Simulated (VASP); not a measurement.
Crystal: Ge.

```
Ge
1.0
     0.00000    2.82170    2.82877
     2.83584    0.00000    2.82877
     2.83584    2.82170    0.00000
Ge
2
Direct
  0.50000 0.50000 0.50000
  0.75000 0.75000 0.75000
```

This cell differs from its parent crystal: strain +0.0025 x Voigt [1, -1, 0, 0, 0, 0].

Base run:

- Program: VASP 6.6.1
- Functional: PBEsol
- Potentials or basis: VASP PAW PBE potentials, release 64 (Ge_d)
- Cutoff: 520 eV
- k mesh: 14 × 14 × 14
- Occupations: gaussian, width 0.15 eV
- Spin: no spin polarisation

Its results: band gap on the k mesh 0.02 eV; pressure 1.0 GPa.

Problem. The run is repeated on the same cell with these changes: further incar settings from ALGO = Fast; EDIFF = 1e-06; NBANDS = 21 to ALGO = Normal; EDIFF = 1e-06; NBANDS = 21. What comes out?

Solution. Band gap on the k mesh 0.02 eV; pressure 0.2 GPa.

Caveats: the smearing spreads over this small gap; semilocal functionals underestimate gaps, and a narrow one can read as zero; the PAW data sets were made with another functional, which shifts forces and pressure a little.

A k mesh can miss the band edges.
